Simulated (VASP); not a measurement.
# Ti (P6_3/mmc) in VASP: a series of runs

The runs below take Ti through single point, with PBE.

All numbers are computed with VASP 6.6.1; they aren't measurements. Logs are shortened: lines on timing, memory, paths and dates and some standing lists are left out, and cuts for length are marked.

### Step 1. The cell of the first run

The structure is hexagonal, space group P6_3/mmc (No. 194). Conventional cell: a = 2.970 Å, b = 2.970 Å, c = 4.711 Å, α = 90.00°, β = 90.00°, γ = 120.00°. Within 3.8 Å of Ti (site symmetry -6m2) lie 12 Ti at 2.91 to 2.97 Å.

### Step 2. Single point, PBE

Input file INCAR:

```
PREC     = Accurate       # precision mode
ENCUT    = 520            # plane-wave cutoff, eV
EDIFF    = 1E-6           # SCF threshold, eV
ISMEAR   = 1              # smearing method
SIGMA    = 0.2            # smearing width, eV
LREAL    = F              # projectors in reciprocal space
LASPH    = T              # aspherical terms in the spheres
NELM     = 100            # most SCF steps
ALGO     = Normal         # electronic algorithm
ISIF     = 2              # what is computed and relaxed
LWAVE    = F              # write WAVECAR
LCHARG   = F              # write CHGCAR
GGA      = PE             # functional
NBANDS   = 19             # bands
```

Input file KPOINTS:

```
Automatic mesh
0
Gamma
  11 11 6
```

Input file POSCAR:

```
Ti
1.0
    2.9695369932      0.0000000000      0.0000000000
   -1.4847684966      2.5716894997      0.0000000000
    0.0000000000      0.0000000000      4.7109942807
Ti
2
Direct
    0.3333333333      0.6666666667      0.2500000000
    0.6666666667      0.3333333333      0.7500000000
```

Potentials or basis: VASP PAW PBE potentials, release 64 (Ti_sv).

On the command line:

```sh
$ cat potpaw_PBE.64/Ti_sv/POTCAR > POTCAR
$ mpirun -np 1 vasp_std > vasp.out
```

OUTCAR:

```text
PREC = Accurate
   ENCUT = 520
   EDIFF = 1E-6
   ISMEAR = 1
   LREAL = F
   LASPH = T
   NELM = 100
   ISIF = 2
   GGA = PE

 ion  position               nearest neighbor table
   1  0.333  0.667  0.250-   2 2.91   2 2.91   2 2.91   2 2.91   2 2.91   2 2.91
   2  0.667  0.333  0.750-   1 2.91   1 2.91   1 2.91   1 2.91   1 2.91   1 2.91

  LATTYP: Found a hexagonal cell.
 ALAT       =     2.9695369932
 C/A-ratio  =     1.5864406780

  Lattice vectors:

 A1 = (   2.9695369932,   0.0000000000,   0.0000000000)
 A2 = (  -1.4847684966,   2.5716894997,   0.0000000000)
 A3 = (   0.0000000000,   0.0000000000,   4.7109942807)

Analysis of symmetry for initial positions (statically):
=====================================================================
 Subroutine PRICEL returns:
 Original cell was already a primitive cell.

 Routine SETGRP: Setting up the symmetry group for a
 hexagonal supercell.

 Subroutine GETGRP returns: Found 24 space group operations
 (whereof 12 operations were pure point group operations)
 out of a pool of 24 trial point group operations.

The static configuration has the point symmetry D_3d.
 The point group associated with its full space group is D_6h.

Analysis of symmetry for dynamics (positions and initial velocities):
=====================================================================
 Subroutine PRICEL returns:
 Original cell was already a primitive cell.

 Routine SETGRP: Setting up the symmetry group for a
 hexagonal supercell.

 Subroutine GETGRP returns: Found 24 space group operations
 (whereof 12 operations were pure point group operations)
 out of a pool of 24 trial point group operations.

The dynamic configuration has the point symmetry D_3d.
 The point group associated with its full space group is D_6h.

 Subroutine INISYM returns: Found 24 space group operations
 (whereof 12 operations are pure point group operations),
 and found     1 'primitive' translations

----------------------------------------------------------------------------------------

                                     Primitive cell

  volume of cell :      35.9766

[... 81 lines left out ...]
   ICHARG =      2    charge: 1-file 2-atom 10-const
   ISPIN  =      1    spin polarized calculation?
   LNONCOLLINEAR =      F non collinear calculations
   LSORBIT =      F    spin-orbit coupling
   LASPH  =      T    aspherical Exc in radial PAW
   ENCUT  =  520.0 eV  38.22 Ry    6.18 a.u.   5.52  5.52  8.76*2*pi/ulx,y,z
   NELM   =    100;   NELMIN=  2; NELMDL= -5     # of ELM steps
   EDIFF  = 0.1E-05   stopping-criterion for ELM
   LREAL  =      F    real-space projection
   EDIFFG = 0.1E-04   stopping-criterion for IOM
   NSW    =      0    number of steps for IOM
   IBRION =     -1    ionic relax: 0-MD 1-quasi-New 2-CG
   NFREE  =      0    steps in history (QN), initial steepest desc. (CG)
   ISIF   =      2    stress and relaxation
   ISYM   =      2    0-nonsym 1-usesym 2-fastsym
   POTIM  = 0.5000    time-step for ionic-motion
   TEBEG  =    0.0;   TEEND  =   0.0 temperature during run
   PSTRESS=    0.0 pullay stress
   NELECT =      24.0000    total number of electrons
   NUPDOWN=      -1.0000    fix difference up-down
   EMIN   =  10.00;   EMAX   =-10.00  energy-range for DOS
   EFERMI =   0.00;   METHOD = LEGACY
   ISMEAR =     1;   SIGMA  =   0.20  broadening in eV -4-tet -1-fermi 0-gaus
   EFERMI_NEDOS =   21; number of points for ismear=-14 and -15
   IALGO  =     38    algorithm
   IMIX   =      4    mixing-type and parameters
     AMIX     =   0.40;   BMIX     =  1.00
     AMIX_MAG =   1.60;   BMIX_MAG =  1.00
  volume/ion in A,a.u.               =      17.99       121.39
  Fermi-wavevector in a.u.,A,eV,Ry     =   1.430448  2.703154 27.839975  2.046180
  Thomas-Fermi vector in A             =   2.550292
   LORBIT       =      0    0 simple, 1 ext, 2 COOP (PROOUT), +10 PAW based schemes
   GGA     = PE    functional components
   LHFCALC =     F    Hartree Fock is set to
   AEXX    =    0.0000 exact exchange contribution
   IVDW    =     0    specifies the selected vdW correction
   LEPSILON=     F    determine dielectric tensor
   LRPA    =     F    only Hartree local field effects (RPA)
 non-spin polarized calculation
 Methfessel and Paxton  Order N= 1 SIGMA  =   0.20
  energy-cutoff  :      520.00
  volume of cell :       35.98
 maximum number of plane-waves:      1014
 NGX is ok and might be reduce to    24
   NGX = 11   NGY = 11   NGZ = 17

 number of electron      24.0000002 magnetization

 Free energy of the ion-electron system (eV)
  ---------------------------------------------------
  ext. energy  EPLUGINS =         0.00000000
  ---------------------------------------------------
  free energy    TOTEN  =       -15.65394729 eV

  energy without entropy =      -15.65658142  energy(sigma->0) =      -15.65482533

 E-fermi :   7.9796     XC(G=0): -11.3337

 val. band max:        7.9543812505   @ k =   0.0909   0.0000   0.1667
 cond. band min:       7.9979906757   @ k =   0.3636   0.1818   0.5000
 fundamental gap:      0.0436094252
 Fermi energy:         7.9795814921

 k-point     1 :       0.0000    0.0000    0.0000
  band No.  band energies     occupation
      1     -48.9547      2.00000
      2     -48.8370      2.00000
      3     -25.5044      2.00000
      4     -24.9251      2.00000
      5     -24.9251      2.00000
      6     -24.8754      2.00000
[... 505 lines left out ...]
      6     -24.9830      2.00000
[... 11 lines left out ...]
     18      10.1686     -0.00000
     19      11.1537     -0.00000

 [... further k-points ...]

------------------------ aborting loop because EDIFF is reached ----------------------------------------

  FORCE on cell =-STRESS in cart. coord.  units (eV):
  Direction    XX          YY          ZZ          XY          YZ          ZX
  --------------------------------------------------------------------------------------
  -------------------------------------------------------------------------------------
  Total       -0.8167076     -0.8167044     -0.8918990      0.0000000      0.0000000      0.0000000
  in kB      -36.3711747    -36.3710340    -39.7197397      0.0000000      0.0000000      0.0000000
  external PRESSURE =     -37.4873161 kB  Pullay stress =       0.0000000 kB

 VOLUME and BASIS-vectors are now :
 -----------------------------------------------------------------------------
  energy-cutoff  :      520.00
  volume of cell :       35.98
      direct lattice vectors                 reciprocal lattice vectors
     2.969536993  0.000000000  0.000000000     0.336752835  0.194424716  0.000000000
    -1.484768497  2.571689500  0.000000000     0.000000000  0.388849432  0.000000000
     0.000000000  0.000000000  4.710994281     0.000000000  0.000000000  0.212269415

 POSITION                                       TOTAL-FORCE (eV/Angst)
 -----------------------------------------------------------------------------------
     -0.00000      1.71446      1.17775         0.000000      0.000000      0.000000
      1.48477      0.85723      3.53325        -0.000000     -0.000000      0.000000
 -----------------------------------------------------------------------------------
    total drift:                               -0.000000      0.000000     -0.000000

  FREE ENERGIE OF THE ION-ELECTRON SYSTEM (eV)
  ---------------------------------------------------
  free  energy   TOTEN  =       -15.6539472888 eV

  energy  without entropy=      -15.6565814190  energy(sigma->0) =      -15.65482533
```

OSZICAR:

```text
N       E                     dE             d eps       ncg     rms          rms(c)
DAV:   1     0.264854975833E+03    0.26485E+03   -0.12976E+04  2432   0.156E+03
DAV:   2     0.127123766785E+02   -0.25214E+03   -0.24824E+03  2506   0.442E+02
DAV:   3    -0.164726367153E+02   -0.29185E+02   -0.28805E+02  4539   0.124E+02
DAV:   4    -0.177925258825E+02   -0.13199E+01   -0.13176E+01  2834   0.271E+01
DAV:   5    -0.178561265999E+02   -0.63601E-01   -0.63593E-01  3601   0.426E+00    0.115E+01
DAV:   6    -0.156552772629E+02    0.22008E+01   -0.81764E+00  2799   0.282E+01    0.279E+00
DAV:   7    -0.156383919457E+02    0.16885E-01   -0.68651E-01  3661   0.591E+00    0.204E+00
DAV:   8    -0.156611515781E+02   -0.22760E-01   -0.18948E-01  2671   0.502E+00    0.656E-01
DAV:   9    -0.156535721546E+02    0.75794E-02   -0.44123E-02  2780   0.206E+00    0.672E-02
DAV:  10    -0.156538998729E+02   -0.32772E-03   -0.27694E-03  3473   0.309E-01    0.771E-02
DAV:  11    -0.156539579925E+02   -0.58120E-04   -0.13957E-04  2954   0.791E-02    0.341E-02
DAV:  12    -0.156539463852E+02    0.11607E-04   -0.35311E-05  2778   0.472E-02    0.522E-03
DAV:  13    -0.156539472888E+02   -0.90359E-06   -0.10678E-06  1790   0.967E-03
   1 F= -.15653947E+02 E0= -.15654825E+02  d E =0.263413E-02
```

stdout:

```text
POSCAR found type information on POSCAR Ti
 POSCAR found :  1 types and       2 ions
 scaLAPACK will be used
 LDA part: xc-table for (Slater+PW92), standard interpolation
 POSCAR, INCAR and KPOINTS ok, starting setup
 FFT: planning ... GRIDC
 FFT: planning ... GRID_SOFT
 FFT: planning ... GRID
 WAVECAR not read
 entering main loop
```

Wall time 47 s (1 thread of Intel Xeon 8259CL, shared host); peak memory 0.18 GiB.

What came out:

- Free energy: -15.6539 eV
- Pressure: -3.7 GPa
- Band gap on the k mesh: zero (bands 12 and 13 overlap by 1.00 eV)

Stress tensor (GPa, compression positive):
```
-3.64  0.00  0.00
 0.00 -3.64  0.00
 0.00  0.00 -3.97
```

Levels at points of the mesh, in eV from the Fermi level:
| k point | band 10 | band 11 | band 12 | band 13 | band 14 | band 15 |
| --- | --- | --- | --- | --- | --- | --- |
| (0.00, 0.00, 0.00) | -2.62 | 0.66 | 0.74 | 0.74 | 0.83 | 1.21 |
| (0.00, 0.00, 0.50) | -4.33 | 0.06 | 0.06 | 0.66 | 0.66 | 0.66 |

Caveat: the cell stands under tension.

### Step 3. Single point, PBE

This run uses another cell than the first one, of 18.34 Å³/atom.

Input file INCAR:

```
SYSTEM = Ti
PREC     = Accurate       ! precision mode
ENCUT    = 520            ! plane-wave cutoff, eV
EDIFF    = 1E-7           ! SCF threshold, eV
ISMEAR   = 1              ! smearing method
SIGMA    = 0.2            ! smearing width, eV
LREAL    = .FALSE.        ! projectors in reciprocal space
LASPH    = .TRUE.         ! aspherical terms in the spheres
NELM     = 60             ! most SCF steps
ALGO     = Normal         ! electronic algorithm
ISIF     = 2              ! what is computed and relaxed
LWAVE    = .FALSE.        ! write WAVECAR
LCHARG   = .FALSE.        ! write CHGCAR
GGA      = PE             ! functional
NBANDS   = 19             ! bands
```

Input file KPOINTS:

```
regular mesh
0
G
  11 11 6
  0 0 0
```

Input file POSCAR:

```
Ti
1.0
    2.9888202413      0.0000000000      0.0000000000
   -1.4944101206      2.5883892501      0.0000000000
    0.0000000000      0.0000000000      4.7415860099
Ti
2
Direct
    0.3333333333      0.6666666667      0.2500000000
    0.6666666667      0.3333333333      0.7500000000
```

Potentials or basis: VASP PAW PBE potentials, release 64 (Ti_sv).

On the command line:

```sh
$ cat potpaw_PBE.64/Ti_sv/POTCAR > POTCAR
$ mpirun -np 1 vasp_std > vasp.out
```

Run time: 58 s. Hardware: 1 thread of Intel Xeon 8259CL, shared host; peak memory 0.17 GiB.

Results (log left out):

- Free energy: -15.6335 eV
- Pressure: -5.6 GPa
- Band gap on the k mesh: zero (bands 12 and 13 overlap by 1.00 eV)

Stress tensor (GPa, compression positive):
```
-5.48  0.00  0.00
 0.00 -5.48  0.00
 0.00  0.00 -5.84
```

Levels at points of the mesh, in eV from the Fermi level:
```
           k point  band 10  band 11  band 12  band 13  band 14  band 15
(0.00, 0.00, 0.00)    -2.57     0.61     0.73     0.73     0.82     1.19
(0.00, 0.00, 0.50)    -4.30     0.07     0.07     0.65     0.65     0.65
```

Caveat: the cell stands under tension.

### Step 4. Single point, PBE

This run uses another cell than the first one, of 18.69 Å³/atom.

Input file INCAR:

```
ALGO = Normal
EDIFF = 1E-6
ENCUT = 520
GGA = PE
ISIF = 2
ISMEAR = 1
LASPH = T
LCHARG = F
LREAL = F
LWAVE = F
NBANDS = 19
NELM = 80
PREC = Accurate
SIGMA = 0.2
```

Input file KPOINTS:

```
k-points
0
Gamma
  11 11 6
```

Input file POSCAR:

```
Ti
1.0
    3.0078578261      0.0000000000      0.0000000000
   -1.5039289131      2.6048762503      0.0000000000
    0.0000000000      0.0000000000      4.7717880089
Ti
2
Direct
    0.3333333333      0.6666666667      0.2500000000
    0.6666666667      0.3333333333      0.7500000000
```

On the command line:

```sh
$ cat potpaw_PBE.64/Ti_sv/POTCAR > POTCAR
$ mpirun -np 1 vasp_std > vasp.out
```

Run time: 51 s. Hardware: 1 thread of Intel Xeon 8259CL, shared host; peak memory 0.17 GiB.

Results (log left out):

- Free energy: -15.6054 eV
- Pressure: -7.2 GPa
- Band gap on the k mesh: zero (bands 12 and 13 overlap by 0.99 eV)

Stress tensor (GPa, compression positive):
```
-7.11  0.00  0.00
 0.00 -7.11  0.00
 0.00  0.00 -7.50
```

Levels at points of the mesh, in eV from the Fermi level:
| k point | band 8 | band 9 | band 10 | band 11 | band 12 | band 13 | band 14 | band 15 | band 16 | band 17 |
| --- | --- | --- | --- | --- | --- | --- | --- | --- | --- | --- |
| (0.00, 0.00, 0.00) | -32.92 | -6.04 | -2.53 | 0.57 | 0.72 | 0.72 | 0.80 | 1.16 | 1.16 | 1.49 |
| (0.00, 0.00, 0.50) | -32.96 | -4.28 | -4.28 | 0.07 | 0.07 | 0.64 | 0.64 | 0.64 | 0.64 | 2.54 |

Caveat: the cell stands under tension.

### Step 5. The runs side by side

```csv
cell,gap on the mesh (eV),pressure (GPa)
"a = 2.970, b = 2.970, c = 4.711 Å, angles 90.0, 90.0, 120.0°, 2 atoms",none,-3.7
"a = 2.989, b = 2.989, c = 4.742 Å, angles 90.0, 90.0, 120.0°, 2 atoms",none,-5.6
"a = 3.008, b = 3.008, c = 4.772 Å, angles 90.0, 90.0, 120.0°, 2 atoms",none,-7.2
```

Alike in all rows: task single point; level PBE; potentials or basis VASP PAW PBE potentials, release 64 (Ti_sv); no spin polarisation; k mesh 11 × 11 × 6; cutoff (eV) 520; smearing methfessel-paxton 0.2 eV.

Caveats: the cell stands under tension.

Absolute energies hang on the potentials; compare differences alone.
